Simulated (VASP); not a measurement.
Write the native input for VASP 6.6.1 that does the following.

| Property | Result |
| --- | --- |
| Task | single point |
| Functional | r2SCAN |
| Potentials or basis | VASP PAW PBE potentials, release 64 (Cu, I) |
| Cutoff | 520 eV |
| k mesh | 4 × 4 × 6 |
| Occupations | gaussian, width 0.05 eV |
| Spin | no spin polarisation |
| Dipole correction | no |
| Further INCAR settings | ALGO = Normal; EDIFF = 1e-06; NBANDS = 26 |

The system is CuI.

```
Cu I
1.0
     3.73317   -3.71109    0.00000
     3.73317    3.71109    0.00000
     0.00000    0.00000    4.28546
Cu I
2 2
Direct
  0.42044 0.57956 0.75000
  0.57956 0.42044 0.25000
  0.77004 0.22996 0.75000
  0.22996 0.77004 0.25000
```

The input as run:

POSCAR

```
CuI
1.0
    3.7331680000     -3.7110860000      0.0000000000
    3.7331680000      3.7110860000      0.0000000000
    0.0000000000      0.0000000000      4.2854630100
Cu I
2 2
Direct
    0.4204390000      0.5795610000      0.7500000000
    0.5795610000      0.4204390000      0.2500000000
    0.7700430000      0.2299570000      0.7500000000
    0.2299570000      0.7700430000      0.2500000000
```

INCAR.step1

```
SYSTEM = CuI
  ALGO = Normal
  EDIFF = 1E-4
  ENCUT = 520
  GGA = PE
  ISMEAR = 0
  LASPH = .TRUE.
  LCHARG = .FALSE.
  LREAL = .FALSE.
  LWAVE = .TRUE.
  NBANDS = 26
  NELM = 100
  PREC = Accurate
  SIGMA = 0.05
```

INCAR.step2

```
SYSTEM = CuI
  ALGO = Normal
  EDIFF = 1E-6
  ENCUT = 520
  ISIF = 2
  ISMEAR = 0
  ISTART = 1
  LASPH = .TRUE.
  LCHARG = .TRUE.
  LELF = .TRUE.
  LMIXTAU = .TRUE.
  LREAL = .FALSE.
  LVHAR = .TRUE.
  LWAVE = .FALSE.
  METAGGA = R2SCAN
  NBANDS = 26
  NELM = 100
  PREC = Accurate
  SIGMA = 0.05
```

KPOINTS

```
k-points
0
G
  4 4 6
  0 0 0
```

Potentials or basis: VASP PAW PBE potentials, release 64 (Cu, I).

Launch:

```bash
$ cat potpaw_PBE.64/Cu/POTCAR potpaw_PBE.64/I/POTCAR > POTCAR
$ cp INCAR.step1 INCAR
$ mpirun -np 1 vasp_std > vasp.out
$ cp INCAR.step2 INCAR
$ mpirun -np 1 vasp_std > vasp.out
```

It gave:

```yaml
Pressure: 0.4 GPa
Largest_force: 0.067 eV/Å
Band_gap_on_the_k_mesh: 1.40 eV
```

Caveat: the PAW data sets were made with another functional, which shifts forces and pressure a little; spin-orbit coupling is left out, which moves the levels of the heavy elements.

It took 2.3 min on 1 thread of AMD EPYC 9R45 96-Core Processor (Zen 5), with other jobs on the host, peak memory 0.24 GiB.
